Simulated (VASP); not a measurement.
# ZrB2 (P6/mmm) in VASP: notebook

Runs on ZrB2. Level: PBEsol. Tasks: single point.

Everything below comes from runs of VASP 6.6.1. Logs are shortened: lines on timing, memory, paths and dates and some standing lists are left out, and cuts for length are marked.

## (1) The cell of the first run

The structure is hexagonal, space group P6/mmm (No. 191). The conventional cell has a = 3.083 Å, b = 3.083 Å, c = 4.112 Å, α = 90.00°, β = 90.00°, γ = 120.00°. Zr (site symmetry 6/mmm) has 12 B at 2.72 Å and 6 Zr at 3.08 Å within 3.6 Å. Within 2.4 Å of B (site symmetry -6m2) lie 3 B at 1.78 Å.

## (2) Single point, PBEsol (11.29 Å³/atom)

INCAR

```
SYSTEM = ZrB2
PREC = Accurate ; ENCUT = 520
EDIFF = 1E-6 ; ISMEAR = 0
SIGMA = 0.15 ; LREAL = .False.
LASPH = .True. ; NELM = 100
ALGO = Normal ; ISIF = 2
LWAVE = .False. ; LCHARG = .False.
GGA = PS ; NBANDS = 16
```

KPOINTS

```
Automatic mesh
0
Gamma
  18 18 12
  0 0 0
```

POSCAR

```
ZrB2
1.0
    3.0834997098      0.0000000000      0.0000000000
   -1.5417498549      2.6703890812      0.0000000000
    0.0000000000      0.0000000000      4.1115385130
Zr B
1 2
Direct
    0.0000000000      0.0000000000      0.0000000000
    0.3333333333      0.6666666667      0.5000000000
    0.6666666667      0.3333333333      0.5000000000
```

Potentials or basis: VASP PAW PBE potentials, release 64 (Zr_sv, B).

Command:

```bash
cat potpaw_PBE.64/Zr_sv/POTCAR potpaw_PBE.64/B/POTCAR > POTCAR
mpirun -np 1 vasp_std > vasp.out
```

OUTCAR:

```text
SYSTEM = ZrB2
   PREC = Accurate
   ENCUT = 520
   EDIFF = 1E-6
   ISMEAR = 0
   LREAL = .False.
   LASPH = .True.
   NELM = 100
   ISIF = 2
   GGA = PS

 ion  position               nearest neighbor table
   1  0.000  0.000  0.000-   2 2.72   3 2.72   2 2.72   3 2.72   2 2.72   2 2.72   3 2.72   3 2.72
                             3 2.72   3 2.72   2 2.72   2 2.72
   2  0.333  0.667  0.500-   3 1.78   3 1.78   3 1.78   1 2.72   1 2.72   1 2.72   1 2.72   1 2.72
                             1 2.72
   3  0.667  0.333  0.500-   2 1.78   2 1.78   2 1.78   1 2.72   1 2.72   1 2.72   1 2.72   1 2.72
                             1 2.72

  LATTYP: Found a hexagonal cell.
 ALAT       =     3.0834997098
 C/A-ratio  =     1.3334000000

  Lattice vectors:

 A1 = (   3.0834997098,   0.0000000000,   0.0000000000)
 A2 = (  -1.5417498549,   2.6703890812,   0.0000000000)
 A3 = (   0.0000000000,   0.0000000000,   4.1115385130)

Analysis of symmetry for initial positions (statically):
=====================================================================
 Subroutine PRICEL returns:
 Original cell was already a primitive cell.

 Routine SETGRP: Setting up the symmetry group for a
 hexagonal supercell.

 Subroutine GETGRP returns: Found 24 space group operations
 (whereof 24 operations were pure point group operations)
 out of a pool of 24 trial point group operations.

The static configuration has the point symmetry D_6h.

Analysis of symmetry for dynamics (positions and initial velocities):
=====================================================================
 Subroutine PRICEL returns:
 Original cell was already a primitive cell.

 Routine SETGRP: Setting up the symmetry group for a
 hexagonal supercell.

 Subroutine GETGRP returns: Found 24 space group operations
 (whereof 24 operations were pure point group operations)
 out of a pool of 24 trial point group operations.

The dynamic configuration has the point symmetry D_6h.

 Subroutine INISYM returns: Found 24 space group operations
 (whereof 24 operations are pure point group operations),
 and found     1 'primitive' translations

----------------------------------------------------------------------------------------

                                     Primitive cell

  volume of cell :      33.8550

  direct lattice vectors                    reciprocal lattice vectors
     3.083499710  0.000000000  0.000000000     0.324306825  0.187238633  0.000000000
    -1.541749855  2.670389081  0.000000000     0.000000000  0.374477265  0.000000000
     0.000000000  0.000000000  4.111538513     0.000000000  0.000000000  0.243217958

  length of vectors
     3.083499710  3.083499710  4.111538513     0.374477265  0.374477265  0.243217958

  position of ions in fractional coordinates (direct lattice)
     0.000000000  0.000000000  0.000000000
     0.333333333  0.666666667  0.500000000
     0.666666667  0.333333333  0.500000000

  ion indices of the primitive-cell ions
   primitive index   ion index
                 1           1
                 2           2
                 3           3

----------------------------------------------------------------------------------------

 KPOINTS: Automatic mesh

Automatic generation of k-mesh.
 Grid dimensions read from file:
 generate k-points for:   18   18   12

 Generating k-lattice:

  Cartesian coordinates                     Fractional coordinates (reciprocal lattice)
     0.018017046  0.010402146  0.000000000     0.055555556  0.000000000  0.000000000
     0.000000000  0.020804293  0.000000000     0.000000000  0.055555556  0.000000000
     0.000000000  0.000000000  0.020268163     0.000000000  0.000000000  0.083333333

  Length of vectors
     0.020804293  0.020804293  0.020268163

  Shift w.r.t. Gamma in fractional coordinates (k-lattice)
     0.000000000  0.000000000  0.000000000

 Subroutine IBZKPT returns following result:
 ===========================================

 Found    259 irreducible k-points:

 Following reciprocal coordinates:
            Coordinates               Weight
  0.000000  0.000000  0.000000      1.000000
  0.055556 -0.000000  0.000000      6.000000
  0.111111 -0.000000  0.000000      6.000000
  0.166667  0.000000  0.000000      6.000000
  0.222222 -0.000000  0.000000      6.000000
  0.277778 -0.000000  0.000000      6.000000
[... 16 lines left out ...]
  0.333333  0.111111  0.000000     12.000000
  0.388889  0.111111  0.000000     12.000000
 [... further k-points ...]
   k-points           NKPTS =    259   k-points in BZ     NKDIM =    259   number of bands    NBANDS=     16
   number of dos      NEDOS =    301   number of ions     NIONS =      3
   total plane-waves  NPLWV =  18432
   dimension x,y,z NGX =    24 NGY =   24 NGZ =   32
   dimension x,y,z NGXF=    48 NGYF=   48 NGZF=   64
   ions per type =               1   2
   NGX,Y,Z   is equivalent  to a cutoff of  12.94, 12.94, 12.94 a.u.
   NGXF,Y,Z  is equivalent  to a cutoff of  25.88, 25.88, 25.88 a.u.
 SYSTEM =  ZrB2
   PREC   = accura    normal or accurate (medium, high low for compatibility)
   ISTART =      0    job   : 0-new  1-cont  2-samecut
   ICHARG =      2    charge: 1-file 2-atom 10-const
   ISPIN  =      1    spin polarized calculation?
   LNONCOLLINEAR =      F non collinear calculations
   LSORBIT =      F    spin-orbit coupling
   LASPH  =      T    aspherical Exc in radial PAW
   ENCUT  =  520.0 eV  38.22 Ry    6.18 a.u.   5.73  5.73  7.64*2*pi/ulx,y,z
   NELM   =    100;   NELMIN=  2; NELMDL= -5     # of ELM steps
   EDIFF  = 0.1E-05   stopping-criterion for ELM
   LREAL  =      F    real-space projection
   EDIFFG = 0.1E-04   stopping-criterion for IOM
   NSW    =      0    number of steps for IOM
   IBRION =     -1    ionic relax: 0-MD 1-quasi-New 2-CG
   NFREE  =      0    steps in history (QN), initial steepest desc. (CG)
   ISIF   =      2    stress and relaxation
   ISYM   =      2    0-nonsym 1-usesym 2-fastsym
   POTIM  = 0.5000    time-step for ionic-motion
   TEBEG  =    0.0;   TEEND  =   0.0 temperature during run
   PSTRESS=    0.0 pullay stress
   NELECT =      18.0000    total number of electrons
   NUPDOWN=      -1.0000    fix difference up-down
   EMIN   =  10.00;   EMAX   =-10.00  energy-range for DOS
   EFERMI =   0.00;   METHOD = LEGACY
   ISMEAR =     0;   SIGMA  =   0.15  broadening in eV -4-tet -1-fermi 0-gaus
   EFERMI_NEDOS =   21; number of points for ismear=-14 and -15
   IALGO  =     38    algorithm
   IMIX   =      4    mixing-type and parameters
     AMIX     =   0.40;   BMIX     =  1.00
     AMIX_MAG =   1.60;   BMIX_MAG =  1.00
  volume/ion in A,a.u.               =      11.29        76.15
  Fermi-wavevector in a.u.,A,eV,Ry     =   1.326248  2.506245 23.931745  1.758934
  Thomas-Fermi vector in A             =   2.455649
   LORBIT       =      0    0 simple, 1 ext, 2 COOP (PROOUT), +10 PAW based schemes
   GGA     = PS    functional components
   LHFCALC =     F    Hartree Fock is set to
   AEXX    =    0.0000 exact exchange contribution
   IVDW    =     0    specifies the selected vdW correction
   LEPSILON=     F    determine dielectric tensor
   LRPA    =     F    only Hartree local field effects (RPA)
 non-spin polarized calculation
 Gauss-broadening in eV      SIGMA  =   0.15
  energy-cutoff  :      520.00
  volume of cell :       33.86
 maximum number of plane-waves:       928
 NGX is ok and might be reduce to    24
   NGX = 11   NGY = 11   NGZ = 15

 number of electron      18.0000001 magnetization

 Free energy of the ion-electron system (eV)
  ---------------------------------------------------
  ext. energy  EPLUGINS =         0.00000000
  ---------------------------------------------------
  free energy    TOTEN  =       -25.55586670 eV

  energy without entropy =      -25.55295796  energy(sigma->0) =      -25.55441233

 E-fermi :   8.9373     XC(G=0): -12.0625

 val. band max:        8.9355968973   @ k =   0.1111   0.1111   0.3333
 cond. band min:       8.9386316287   @ k =   0.1111   0.1111   0.3333
 fundamental gap:      0.0030347314
 Fermi energy:         8.9373189718

 k-point     1 :       0.0000    0.0000    0.0000
  band No.  band energies     occupation
      1     -39.7696      2.00000
      2     -17.9538      2.00000
      3     -17.2587      2.00000
      4     -17.2587      2.00000
      5      -3.0215      2.00000
      6       5.8023      2.00000
[... 8 lines left out ...]
     15      15.6189      0.00000
     16      16.2030      0.00000

 k-point     2 :       0.0556   -0.0000    0.0000
  band No.  band energies     occupation
      1     -39.7651      2.00000
      2     -17.9479      2.00000
      3     -17.2938      2.00000
      4     -17.2664      2.00000
      5      -2.9624      2.00000
      6       5.7745      2.00000
[... 8 lines left out ...]
     15      15.8901      0.00000
     16      16.4176      0.00000

 k-point     3 :       0.1111   -0.0000    0.0000
  band No.  band energies     occupation
      1     -39.7522      2.00000
      2     -17.9308      2.00000
      3     -17.3935      2.00000
      4     -17.2883      2.00000
      5      -2.7872      2.00000
      6       5.6974      2.00000
[... 8 lines left out ...]
     15      16.6104      0.00000
     16      16.9149      0.00000

 k-point     4 :       0.1667    0.0000    0.0000
  band No.  band energies     occupation
      1     -39.7324      2.00000
      2     -17.9046      2.00000
      3     -17.5436      2.00000
      4     -17.3217      2.00000
      5      -2.5018      2.00000
      6       5.5866      2.00000
[... 8 lines left out ...]
     15      16.4462      0.00000
     16      17.4010      0.00000
[... 324 lines left out ...]
 k-point    22 :       0.2778    0.1111    0.0000
  band No.  band energies     occupation
      1     -39.6502      2.00000
      2     -18.0750      2.00000
      3     -17.7958      2.00000
      4     -17.5115      2.00000
      5      -0.9064      2.00000
      6       3.8584      2.00000
[... 8 lines left out ...]
     15      16.3389      0.00000
     16      18.2533      0.00000

 k-point    23 :       0.3333    0.1111    0.0000
  band No.  band energies     occupation
      1     -39.6311      2.00000
      2     -18.1930      2.00000
      3     -17.7704      2.00000
      4     -17.5535      2.00000
      5      -0.2601      2.00000
      6       2.9637      2.00000
[... 8 lines left out ...]
     15      16.7748      0.00000
     16      18.0983      0.00000

 k-point    24 :       0.3889    0.1111    0.0000
  band No.  band energies     occupation
      1     -39.6185      2.00000
      2     -18.2691      2.00000
      3     -17.7538      2.00000
      4     -17.5807      2.00000
      5       0.4598      2.00000
      6       2.0851      2.00000
[... 8 lines left out ...]
     15      17.1630      0.00000
     16      17.7636      0.00000

 [... further k-points ...]

------------------------ aborting loop because EDIFF is reached ----------------------------------------

  FORCE on cell =-STRESS in cart. coord.  units (eV):
  Direction    XX          YY          ZZ          XY          YZ          ZX
  --------------------------------------------------------------------------------------
  -------------------------------------------------------------------------------------
  Total       -0.2553776     -0.2553776     -9.8582000      0.0000000      0.0000000     -0.0000000
  in kB      -12.0856672    -12.0856672   -466.5362450      0.0000000      0.0000000     -0.0000000
  external PRESSURE =    -163.5691931 kB  Pullay stress =       0.0000000 kB

 VOLUME and BASIS-vectors are now :
 -----------------------------------------------------------------------------
  energy-cutoff  :      520.00
  volume of cell :       33.86
      direct lattice vectors                 reciprocal lattice vectors
     3.083499710  0.000000000  0.000000000     0.324306825  0.187238633  0.000000000
    -1.541749855  2.670389081  0.000000000     0.000000000  0.374477265  0.000000000
     0.000000000  0.000000000  4.111538513     0.000000000  0.000000000  0.243217958

 POSITION                                       TOTAL-FORCE (eV/Angst)
 -----------------------------------------------------------------------------------
      0.00000      0.00000      0.00000         0.000000      0.000000     -0.000000
     -0.00000      1.78026      2.05577         0.000000      0.000000      0.000000
      1.54175      0.89013      2.05577        -0.000000      0.000000     -0.000000
 -----------------------------------------------------------------------------------
    total drift:                               -0.000000      0.000000      0.000000

  FREE ENERGIE OF THE ION-ELECTRON SYSTEM (eV)
  ---------------------------------------------------
  free  energy   TOTEN  =       -25.5558666963 eV

  energy  without entropy=      -25.5529579624  energy(sigma->0) =      -25.55441233
```

Wall time 2 min (1 thread of AMD EPYC 7R43 (Zen 3), shared host); peak memory 0.21 GiB.

Results:

* Free energy: -25.5559 eV
* Pressure: -16.4 GPa
* Band gap on the k mesh: zero (bands 9 and 10 overlap by 0.68 eV)

Stress tensor (GPa, compression positive):
```
 -1.21   0.00   0.00
  0.00  -1.21   0.00
  0.00   0.00 -46.65
```

Caveat: the stress differs along the axes, from -47 to -1 GPa; the PAW data sets were made with another functional, which shifts forces and pressure a little.

## (3) Single point, PBEsol (11.28 Å³/atom)

INCAR

```
ALGO = Normal
EDIFF = 1E-6
ENCUT = 520
GGA = PS
ISIF = 2
ISMEAR = 0
LASPH = T
LCHARG = F
LREAL = F
LWAVE = F
NBANDS = 16
NELM = 80
PREC = Accurate
SIGMA = 0.15
```

KPOINTS

```
k-points
0
Gamma
  18 18 12
```

POSCAR

```
ZrB2
1.0
    3.2763365251      0.0000000000      0.0000000000
   -1.6381682626      2.8373906621      0.0000000000
    0.0000000000      0.0000000000      3.6417923523
Zr B
1 2
Direct
    0.0000000000      0.0000000000      0.0000000000
    0.3333333333      0.6666666667      0.5000000000
    0.6666666667      0.3333333333      0.5000000000
```

Potentials or basis: VASP PAW PBE potentials, release 64 (Zr_sv, B).

Command:

```bash
cat potpaw_PBE.64/Zr_sv/POTCAR potpaw_PBE.64/B/POTCAR > POTCAR
mpirun -np 1 vasp_std > vasp.out
```

OUTCAR:

```text
EDIFF = 1E-6
   ENCUT = 520
   GGA = PS
   ISIF = 2
   ISMEAR = 0
   LASPH = T
   LREAL = F
   NELM = 80
   PREC = Accurate

 ion  position               nearest neighbor table
   1  0.000  0.000  0.000-   2 2.63   3 2.63   2 2.63   3 2.63   3 2.63   3 2.63   2 2.63   2 2.63
                             3 2.63   3 2.63   2 2.63   2 2.63
   2  0.333  0.667  0.500-   3 1.89   3 1.89   3 1.89   1 2.63   1 2.63   1 2.63   1 2.63   1 2.63
                             1 2.63
   3  0.667  0.333  0.500-   2 1.89   2 1.89   2 1.89   1 2.63   1 2.63   1 2.63   1 2.63   1 2.63
                             1 2.63

  LATTYP: Found a hexagonal cell.
 ALAT       =     3.2763365251
 C/A-ratio  =     1.1115440445

  Lattice vectors:

 A1 = (   3.2763365251,   0.0000000000,   0.0000000000)
 A2 = (  -1.6381682626,   2.8373906621,   0.0000000000)
 A3 = (   0.0000000000,   0.0000000000,   3.6417923523)

Analysis of symmetry for initial positions (statically):
=====================================================================
 Subroutine PRICEL returns:
 Original cell was already a primitive cell.

 Routine SETGRP: Setting up the symmetry group for a
 hexagonal supercell.

 Subroutine GETGRP returns: Found 24 space group operations
 (whereof 24 operations were pure point group operations)
 out of a pool of 24 trial point group operations.

The static configuration has the point symmetry D_6h.

Analysis of symmetry for dynamics (positions and initial velocities):
=====================================================================
 Subroutine PRICEL returns:
 Original cell was already a primitive cell.

 Routine SETGRP: Setting up the symmetry group for a
 hexagonal supercell.

 Subroutine GETGRP returns: Found 24 space group operations
 (whereof 24 operations were pure point group operations)
[... 120 lines left out ...]
   EFERMI_NEDOS =   21; number of points for ismear=-14 and -15
   IALGO  =     38    algorithm
   IMIX   =      4    mixing-type and parameters
     AMIX     =   0.40;   BMIX     =  1.00
     AMIX_MAG =   1.60;   BMIX_MAG =  1.00
  volume/ion in A,a.u.               =      11.28        76.15
  Fermi-wavevector in a.u.,A,eV,Ry     =   1.326248  2.506245 23.931745  1.758934
  Thomas-Fermi vector in A             =   2.455649
   LORBIT       =      0    0 simple, 1 ext, 2 COOP (PROOUT), +10 PAW based schemes
   GGA     = PS    functional components
   LHFCALC =     F    Hartree Fock is set to
   AEXX    =    0.0000 exact exchange contribution
   IVDW    =     0    specifies the selected vdW correction
   LEPSILON=     F    determine dielectric tensor
   LRPA    =     F    only Hartree local field effects (RPA)
 non-spin polarized calculation
 Gauss-broadening in eV      SIGMA  =   0.15
  energy-cutoff  :      520.00
  volume of cell :       33.85
 maximum number of plane-waves:       942
   NGX = 13   NGY = 13   NGZ = 13

 number of electron      18.0000000 magnetization

 Free energy of the ion-electron system (eV)
  ---------------------------------------------------
  ext. energy  EPLUGINS =         0.00000000
  ---------------------------------------------------
  free energy    TOTEN  =       -26.12963611 eV

  energy without entropy =      -26.12658672  energy(sigma->0) =      -26.12811142

 E-fermi :   9.4261     XC(G=0): -12.0943

 val. band max:        9.3694924744   @ k =   0.1111   0.0000   0.4167
 cond. band min:       9.4267877078   @ k =   0.2222   0.2222   0.0833
 fundamental gap:      0.0572952334
 Fermi energy:         9.4261103863

 k-point     1 :       0.0000    0.0000    0.0000
  band No.  band energies     occupation
      1     -39.4253      2.00000
      2     -17.5930      2.00000
      3     -17.1604      2.00000
      4     -17.1604      2.00000
      5      -2.8402      2.00000
      6       6.9407      2.00000
[... 433 lines left out ...]
      3     -17.4728      2.00000
      4     -17.3629      2.00000
      5       0.3760      2.00000
      6       1.7893      2.00000
[... 8 lines left out ...]
     15      17.1595      0.00000
     16      17.8992      0.00000

 [... further k-points ...]

------------------------ aborting loop because EDIFF is reached ----------------------------------------

  FORCE on cell =-STRESS in cart. coord.  units (eV):
  Direction    XX          YY          ZZ          XY          YZ          ZX
  --------------------------------------------------------------------------------------
  -------------------------------------------------------------------------------------
  Total       -4.9239100     -4.9239100     -4.4411446      0.0000000     -0.0000000      0.0000000
  in kB     -233.0225077   -233.0225077   -210.1757865      0.0000000     -0.0000000      0.0000000
  external PRESSURE =    -225.4069340 kB  Pullay stress =       0.0000000 kB

 VOLUME and BASIS-vectors are now :
 -----------------------------------------------------------------------------
  energy-cutoff  :      520.00
  volume of cell :       33.85
      direct lattice vectors                 reciprocal lattice vectors
     3.276336525  0.000000000  0.000000000     0.305218952  0.176218244  0.000000000
    -1.638168263  2.837390662  0.000000000     0.000000000  0.352436488  0.000000000
     0.000000000  0.000000000  3.641792352     0.000000000  0.000000000  0.274590065

 POSITION                                       TOTAL-FORCE (eV/Angst)
 -----------------------------------------------------------------------------------
      0.00000      0.00000      0.00000         0.000000      0.000000      0.000000
     -0.00000      1.89159      1.82090        -0.000000     -0.000000      0.000000
      1.63817      0.94580      1.82090         0.000000     -0.000000     -0.000000
 -----------------------------------------------------------------------------------
    total drift:                               -0.000000      0.000000      0.000000

  FREE ENERGIE OF THE ION-ELECTRON SYSTEM (eV)
  ---------------------------------------------------
  free  energy   TOTEN  =       -26.1296361139 eV

  energy  without entropy=      -26.1265867192  energy(sigma->0) =      -26.12811142
```

Run time: 1.7 min. Hardware: 1 thread of AMD EPYC 7R43 (Zen 3), shared host; peak memory 0.22 GiB.

Results:

```yaml
Free_energy: -26.1296 eV
Pressure: -22.5 GPa
Band_gap_on_the_k_mesh: zero (bands 9 and 10 overlap by 1.10 eV)
```

Caveat: the cell stands under tension; the PAW data sets were made with another functional, which shifts forces and pressure a little.

The gap in the log of VASP goes by the Fermi energy; the results here count the filled bands.